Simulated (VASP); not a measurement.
# Al (a cell with a defect) in VASP: further runs, part 2 of 2

VASP 6.6.1. Earlier steps stand in the parts before.

## 3. Single point, PBE

INCAR

```
ALGO = Normal
EDIFF = 1E-7
ENCUT = 520
GGA = PE
ISIF = 2
ISMEAR = 0
LASPH = True
LCHARG = False
LREAL = Auto
LWAVE = False
NBANDS = 68
NELM = 80
PREC = Accurate
SIGMA = 0.05
```

KPOINTS

```
k-points
0
Gamma
  3 3 3
```

POSCAR

```
Al
1.0
    8.1000000000      0.0000000000      0.0000000000
    0.0000000000      8.1000000000      0.0000000000
    0.0000000000      0.0000000000      8.1000000000
Al
31
Direct
    0.5000000000      0.0000000000      0.0000000000
    0.7476223457      0.2523776543      0.0000000000
    0.7513029630      0.0000000000      0.2513029630
    0.0000000000      0.0000000000      0.0000000000
    0.2523776543      0.2523776543      0.0000000000
    0.7476223457      0.7476223457      0.0000000000
    0.2486970370      0.0000000000      0.2513029630
    0.5000000000      0.2523776543      0.2476223457
    0.7476223457      0.5000000000      0.2476223457
    0.5000000000      0.0000000000      0.5000000000
    0.7513029630      0.2486970370      0.5000000000
    0.7513029630      0.0000000000      0.7486970370
    0.0000000000      0.5000000000      0.0000000000
    0.2523776543      0.7476223457      0.0000000000
    0.0000000000      0.2486970370      0.2513029630
    0.2523776543      0.5000000000      0.2476223457
    0.5000000000      0.7476223457      0.2476223457
    0.0000000000      0.0000000000      0.5000000000
    0.2486970370      0.2486970370      0.5000000000
    0.5000000000      0.5000000000      0.5000000000
    0.7513029630      0.7513029630      0.5000000000
    0.2486970370      0.0000000000      0.7486970370
    0.5000000000      0.2523776543      0.7523776543
    0.7476223457      0.5000000000      0.7523776543
    0.0000000000      0.7513029630      0.2513029630
    0.0000000000      0.5000000000      0.5000000000
    0.2486970370      0.7513029630      0.5000000000
    0.0000000000      0.2486970370      0.7486970370
    0.2523776543      0.5000000000      0.7523776543
    0.5000000000      0.7476223457      0.7523776543
    0.0000000000      0.7513029630      0.7486970370
```

Potentials or basis: VASP PAW PBE potentials, release 64 (Al).

The run is started by

```sh
$ cat potpaw_PBE.64/Al/POTCAR > POTCAR
$ mpirun -np 1 vasp_std > vasp.out
```

OUTCAR:

```text
EDIFF = 1E-7
   ENCUT = 520
   GGA = PE
   ISIF = 2
   ISMEAR = 0
   LASPH = True
   LREAL = Auto
   NELM = 80
   PREC = Accurate

 ion  position               nearest neighbor table
   1  0.500  0.000  0.000-   2 2.86   5 2.86   6 2.86   8 2.86  14 2.86  17 2.86  23 2.86  30 2.86
                             3 2.88  22 2.88  12 2.88   7 2.88
   2  0.748  0.252  0.000-   8 2.84   9 2.84  23 2.84  24 2.84   1 2.86  13 2.86  15 2.89  12 2.89
                             3 2.89  28 2.89   4 2.89
   3  0.751  0.000  0.251-  11 2.85  15 2.85  18 2.85  21 2.85  25 2.85  10 2.86   4 2.86   1 2.88
                            17 2.89   2 2.89   6 2.89   8 2.89
   4  0.000  0.000  0.000-   3 2.86   7 2.86  12 2.86  15 2.86  22 2.86  25 2.86  28 2.86  31 2.86
                             2 2.89   5 2.89  14 2.89   6 2.89
   5  0.252  0.252  0.000-   8 2.84  16 2.84  23 2.84  29 2.84  13 2.86   1 2.86  22 2.89  15 2.89
                            28 2.89   7 2.89   4 2.89
   6  0.748  0.748  0.000-   9 2.84  17 2.84  24 2.84  30 2.84  13 2.86   1 2.86   3 2.89  25 2.89
                            12 2.89  31 2.89   4 2.89
   7  0.249  0.000  0.251-  15 2.85  18 2.85  19 2.85  25 2.85  27 2.85  10 2.86   4 2.86   1 2.88
                             5 2.89  14 2.89   8 2.89  17 2.89
   8  0.500  0.252  0.248-   2 2.84   5 2.84   9 2.84  16 2.84   1 2.86  20 2.86  11 2.89   7 2.89
                            19 2.89   3 2.89  10 2.89
   9  0.748  0.500  0.248-   2 2.84   6 2.84   8 2.84  17 2.84  13 2.86  20 2.86  11 2.89  15 2.89
[... 31 lines left out ...]
  25  0.000  0.751  0.251-   3 2.85   7 2.85  18 2.85  21 2.85  27 2.85  26 2.86   4 2.86  13 2.88
                             9 2.89   6 2.89  14 2.89  16 2.89
  26  0.000  0.500  0.500-  11 2.86  15 2.86  19 2.86  21 2.86  25 2.86  27 2.86  28 2.86  31 2.86
                            16 2.89  24 2.89  29 2.89   9 2.89
  27  0.249  0.751  0.500-   7 2.85  18 2.85  22 2.85  25 2.85  31 2.85  26 2.86  10 2.86  20 2.88
                            16 2.89  29 2.89  30 2.89  17 2.89
  28  0.000  0.249  0.749-  11 2.85  12 2.85  18 2.85  19 2.85  22 2.85   4 2.86  26 2.86  13 2.88
                             5 2.89  24 2.89   2 2.89  29 2.89
  29  0.252  0.500  0.752-   5 2.84  14 2.84  23 2.84  30 2.84  13 2.86  20 2.86  27 2.89  28 2.89
                            19 2.89  31 2.89  26 2.89
  30  0.500  0.748  0.752-   6 2.84  14 2.84  24 2.84  29 2.84   1 2.86  20 2.86  22 2.89  12 2.89
                            27 2.89  21 2.89  10 2.89
  31  0.000  0.751  0.749-  12 2.85  18 2.85  21 2.85  22 2.85  27 2.85  26 2.86   4 2.86  13 2.88
                            24 2.89  14 2.89   6 2.89  29 2.89

  LATTYP: Found a simple cubic cell.
[... 210 lines left out ...]

 number of electron      93.0000000 magnetization

 Free energy of the ion-electron system (eV)
  ---------------------------------------------------
  ext. energy  EPLUGINS =         0.00000000
  ---------------------------------------------------
  free energy    TOTEN  =      -115.95294926 eV

  energy without entropy =     -115.93221118  energy(sigma->0) =     -115.94258022

 E-fermi :   7.4494     XC(G=0): -10.0289

 val. band max:        7.4134799191   @ k =   0.3333   0.3333   0.3333
 cond. band min:       7.4621286612   @ k =   0.3333   0.3333   0.3333
 fundamental gap:      0.0486487421
 Fermi energy:         7.4493865376

 k-point     1 :       0.0000    0.0000    0.0000
  band No.  band energies     occupation
      1      -3.3708      2.00000
      2      -1.2044      2.00000
      3      -1.2044      2.00000
      4      -1.1716      2.00000
      5      -1.1716      2.00000
      6      -1.1716      2.00000
[... 233 lines left out ...]
     57       9.2680      0.00000
     58       9.5316      0.00000
 [bands above 58 left out]

------------------------ aborting loop because EDIFF is reached ----------------------------------------

  FORCE on cell =-STRESS in cart. coord.  units (eV):
  Direction    XX          YY          ZZ          XY          YZ          ZX
  --------------------------------------------------------------------------------------
  -------------------------------------------------------------------------------------
  Total       -3.8003770     -3.8003770     -3.8003770     -0.0000000      0.0000000     -0.0000000
  in kB      -11.4572979    -11.4572979    -11.4572979     -0.0000000      0.0000000     -0.0000000
  external PRESSURE =     -11.4572979 kB  Pullay stress =       0.0000000 kB

 VOLUME and BASIS-vectors are now :
 -----------------------------------------------------------------------------
  energy-cutoff  :      520.00
  volume of cell :      531.44
      direct lattice vectors                 reciprocal lattice vectors
     8.100000000  0.000000000  0.000000000     0.123456790  0.000000000  0.000000000
     0.000000000  8.100000000  0.000000000     0.000000000  0.123456790  0.000000000
     0.000000000  0.000000000  8.100000000     0.000000000  0.000000000  0.123456790

 POSITION                                       TOTAL-FORCE (eV/Angst)
 -----------------------------------------------------------------------------------
      4.05000      0.00000      0.00000        -0.000000      0.000000      0.000000
      6.05574      2.04426      0.00000         0.019885     -0.019885      0.000000
      6.08555      0.00000      2.03555        -0.023036      0.000000     -0.023036
      0.00000      0.00000      0.00000        -0.000000      0.000000      0.000000
      2.04426      2.04426      0.00000        -0.019885     -0.019885      0.000000
      6.05574      6.05574      0.00000         0.019885      0.019885      0.000000
[... 23 lines left out ...]
      4.05000      6.05574      6.09426        -0.000000      0.019885     -0.019885
      0.00000      6.08555      6.06445        -0.000000     -0.023036      0.023036
 -----------------------------------------------------------------------------------
    total drift:                               -0.000000     -0.000000      0.000000

  FREE ENERGIE OF THE ION-ELECTRON SYSTEM (eV)
  ---------------------------------------------------
  free  energy   TOTEN  =      -115.9529492647 eV

  energy  without entropy=     -115.9322111848  energy(sigma->0) =     -115.94258022
```

OSZICAR:

```text
N       E                     dE             d eps       ncg     rms          rms(c)
DAV:   1     0.126786293772E+03    0.12679E+03   -0.32217E+04   544   0.109E+03
DAV:   2    -0.101980700443E+03   -0.22877E+03   -0.21260E+03   628   0.143E+02
DAV:   3    -0.116466126677E+03   -0.14485E+02   -0.13749E+02   680   0.282E+01
DAV:   4    -0.116832689437E+03   -0.36656E+00   -0.36305E+00   672   0.486E+00
DAV:   5    -0.116840427163E+03   -0.77377E-02   -0.77295E-02   664   0.790E-01    0.717E+00
DAV:   6    -0.116242367156E+03    0.59806E+00   -0.63276E-01   636   0.203E+00    0.422E+00
DAV:   7    -0.115992573750E+03    0.24979E+00   -0.20545E-01   648   0.128E+00    0.130E+00
DAV:   8    -0.115954905092E+03    0.37669E-01   -0.27467E-02   640   0.478E-01    0.472E-01
DAV:   9    -0.115953200520E+03    0.17046E-02   -0.24794E-03   656   0.133E-01    0.267E-01
DAV:  10    -0.115952968395E+03    0.23213E-03   -0.52746E-04   656   0.615E-02    0.488E-02
DAV:  11    -0.115952950665E+03    0.17730E-04   -0.81563E-05   656   0.227E-02    0.218E-02
DAV:  12    -0.115952951565E+03   -0.89941E-06   -0.12530E-05   680   0.903E-03    0.500E-03
DAV:  13    -0.115952950040E+03    0.15249E-05   -0.79023E-07   656   0.254E-03    0.213E-03
DAV:  14    -0.115952949755E+03    0.28485E-06   -0.19005E-07   544   0.113E-03    0.145E-03
DAV:  15    -0.115952949246E+03    0.50888E-06   -0.16926E-08   344   0.385E-04    0.189E-04
DAV:  16    -0.115952949265E+03   -0.18710E-07   -0.58821E-09   340   0.217E-04
   1 F= -.11595295E+03 E0= -.11594258E+03  d E =-.207381E-01
```

stdout:

```text
POSCAR found type information on POSCAR Al
 POSCAR found :  1 types and      31 ions
 scaLAPACK will be used
 LDA part: xc-table for (Slater+PW92), standard interpolation
 POSCAR, INCAR and KPOINTS ok, starting setup
 FFT: planning ... GRIDC
 FFT: planning ... GRID_SOFT
 FFT: planning ... GRID
 WAVECAR not read
 entering main loop
```

It took 9.9 min on 1 thread of AMD EPYC 7R13, shared host; peak memory 0.45 GiB.

Results:

```
Free energy   : -115.9529 eV
Pressure      : -1.1 GPa
Largest force : 0.033 eV/Å
```

Forces on the atoms (eV/Å):
```
Al   0.000  0.000  0.000
Al   0.020 -0.020  0.000
Al  -0.023  0.000 -0.023
Al   0.000  0.000  0.000
Al  -0.020 -0.020  0.000
Al   0.020  0.020  0.000
Al   0.023  0.000 -0.023
Al   0.000 -0.020  0.020
Al   0.020  0.000  0.020
Al   0.000  0.000  0.000
Al  -0.023  0.023  0.000
Al  -0.023  0.000  0.023
Al   0.000  0.000  0.000
Al  -0.020  0.020  0.000
Al   0.000  0.023 -0.023
Al  -0.020  0.000  0.020
Al   0.000  0.020  0.020
Al   0.000  0.000  0.000
Al   0.023  0.023  0.000
Al   0.000  0.000  0.000
Al  -0.023 -0.023  0.000
Al   0.023  0.000  0.023
Al   0.000 -0.020 -0.020
Al   0.020  0.000 -0.020
Al   0.000 -0.023 -0.023
Al   0.000  0.000  0.000
Al   0.023 -0.023  0.000
Al   0.000  0.023  0.023
Al  -0.020  0.000 -0.020
Al   0.000  0.020 -0.020
Al   0.000 -0.023  0.023
```

## 4. Single point, PBE

INCAR

```
SYSTEM = Al
PREC = Accurate
ENCUT = 520
EDIFF = 1E-7
ISMEAR = 0
SIGMA = 0.05
LREAL = Auto
LASPH = .TRUE.
NELM = 60
ALGO = Normal
ISIF = 2
LWAVE = .FALSE.
LCHARG = .FALSE.
GGA = PE
NBANDS = 68
```

KPOINTS

```
regular mesh
0
G
  3 3 3
  0 0 0
```

POSCAR

```
Al
1.0
    8.1000000000      0.0000000000      0.0000000000
    0.0000000000      8.1000000000      0.0000000000
    0.0000000000      0.0000000000      8.1000000000
Al
31
Direct
    0.4972222815      0.0018760197      0.0000056202
    0.7491946696      0.2501154440      0.0000926483
    0.7491962010     -0.0007283688      0.2507428247
    0.0013877608      0.0021343090      0.0000441423
    0.4972807476      0.4982450958      0.0000881950
    0.7492262768      0.7499253792     -0.0000289197
    0.2492082240      0.0018677303      0.2482009528
    0.4970233507      0.2501035685      0.2479144317
    0.7491999075      0.5009298311      0.2509729426
    0.5002407807     -0.0006513992      0.4999348918
    0.7491507723      0.2500614994      0.4999064782
    0.7492733661     -0.0008251133      0.7491875732
    0.0013601543      0.4979257423      0.0000636580
    0.2492623910      0.7500430222      0.0000546336
    0.0012838332      0.2499950898      0.2481361053
    0.2493241241      0.4982267501      0.2480665896
    0.5001040550      0.7500964342      0.2509862057
   -0.0017531424     -0.0008761904      0.4999955021
    0.2490780416      0.2500331962      0.5001183543
    0.5000485998      0.5008367541      0.5000303811
    0.7491547532      0.7501002387      0.4999534115
    0.2492637056      0.0019160507      0.7519095084
    0.4972136638      0.2500043461      0.7520945691
    0.7492143724      0.5007591576      0.7491217667
   -0.0018318016      0.7500536453      0.2507796361
   -0.0015842994      0.5010882249      0.5000094899
    0.2491907194      0.7501622168      0.4998878550
    0.0010976470      0.2499566209      0.7518992938
    0.2492957569      0.4981077895      0.7520455741
    0.5000515825      0.7499980723      0.7489391082
   -0.0016182949      0.7500324428      0.7492179765
```

The run is started by

```sh
$ cat potpaw_PBE.64/Al/POTCAR > POTCAR
$ mpirun -np 1 vasp_std > vasp.out
```

Wall time 32 min (1 thread of AMD EPYC 7R13, shared host); peak memory 0.6 GiB.

It converged, with:

```
Free energy   : -115.9546 eV
Pressure      : -1.1 GPa
Largest force : 0.009 eV/Å
```

Forces on the atoms (eV/Å):
```
Al   0.004  0.003  0.000
Al  -0.003  0.000  0.001
Al   0.000 -0.006  0.005
Al  -0.001 -0.001 -0.001
Al   0.004 -0.004 -0.003
Al  -0.002  0.000 -0.002
Al   0.001  0.003 -0.003
Al   0.005 -0.002 -0.001
Al   0.000  0.001  0.002
Al   0.001 -0.007  0.002
Al  -0.001  0.002 -0.001
Al  -0.003 -0.005 -0.003
Al  -0.001  0.000 -0.001
Al  -0.003  0.001  0.000
Al   0.000  0.003 -0.002
Al  -0.002 -0.004  0.002
Al   0.005  0.000  0.005
Al  -0.003 -0.004  0.000
Al  -0.001  0.001 -0.001
Al   0.005  0.007  0.001
Al  -0.002  0.000  0.003
Al   0.000  0.001  0.001
Al   0.003  0.000  0.001
Al   0.000  0.009 -0.004
Al   0.000  0.000  0.004
Al  -0.004  0.001  0.001
Al  -0.003 -0.001  0.002
Al   0.004  0.003  0.002
Al  -0.002 -0.003 -0.002
Al   0.005  0.001 -0.004
Al  -0.005 -0.001 -0.005
```

Levels at points of the mesh, in eV from the Fermi level:
```tsv
k point	band 45	band 46	band 47	band 48	band 49	band 50
(0.00, 0.00, 0.00)	-0.27	0.42	0.51	0.51	0.51	0.56
```
